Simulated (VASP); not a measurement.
Here is a VASP 6.6.1 calculation.

INCAR

```
PREC = Accurate ; ENCUT = 520
EDIFF = 1E-6 ; ISMEAR = -1
SIGMA = 0.02 ; LREAL = F
LASPH = T ; NELM = 100
ALGO = Normal ; ISIF = 2
LWAVE = F ; LCHARG = F
GGA = PS ; NBANDS = 15
```

Contents of KPOINTS:

```
Automatic mesh
0
Gamma
  12 12 10
```

File POSCAR:

```
TaN
1.0
    2.9182801511      0.0000000000      0.0000000000
   -1.4591400756      2.5273047463      0.0000000000
    0.0000000000      0.0000000000      2.8636504237
Ta N
1 1
Direct
    0.3333333333      0.6666666667      0.5000000000
    0.0000000000      0.0000000000      0.0000000000
```

Potentials or basis: VASP PAW PBE potentials, release 64 (Ta_pv, N).

The run is started by

```sh
$ cat potpaw_PBE.64/Ta_pv/POTCAR potpaw_PBE.64/N/POTCAR > POTCAR
$ mpirun -np 1 vasp_std > vasp.out
```

Q: Predict the pressure.

A: 3.2 GPa.

Q: What does it give for the band gap on the k mesh?

A: Zero (band 8 reaches 8.71 eV, above the bottom of band 9 at 8.20 eV).

Stress tensor (GPa, compression positive):
```
2.98 0.00 0.00
0.00 2.98 0.00
0.00 0.00 3.75
```

Caveat: the PAW data sets were made with another functional, which shifts forces and pressure a little; spin-orbit coupling is left out, which moves the levels of the heavy elements.
